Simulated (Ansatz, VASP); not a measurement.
# CuI in VASP and in Ansatz

```xyz
2
Lattice="0.0000 3.0315 3.0315 3.0315 0.0000 3.0315 3.0315 3.0315 0.0000" Properties=species:S:1:pos:R:3 pbc="T T T"
I     0.0000    0.0000    0.0000
Cu    4.5473    4.5473    4.5473
```

Alike in both runs: functional r2SCAN50; k mesh 4 × 4 × 4; occupations fermi-dirac, width 0.05 eV; no spin polarisation.

|  | VASP | Ansatz |
| --- | --- | --- |
| version | VASP 6.6.1 | Ansatz 0.2.0 |
| potentials or method | VASP PAW PBE potentials, release 64 (I, Cu) | Ansatz PAW |
| plane-wave cutoff (eV) | 520 | 500 |
| valence electrons in the cell | 18 | 36 |
| task | single point | band structure |

```tsv
	VASP	Ansatz	Ansatz less VASP
gap on the k mesh at the Fermi level (eV)	5.56	5.62	+0.063
least direct gap on the mesh (eV)	5.56	5.62	+0.063
pressure (GPa)	0.4	0.9	+0.50
```

VASP's potentials were made for PBE, not for r2SCAN50. VASP's potentials hold 18 valence electrons a cell and Ansatz's 36, so a difference there can come from the potentials and not from the codes.

The k mesh is coarse, so the values compare programs but aren't converged. Spin-orbit coupling is off throughout.
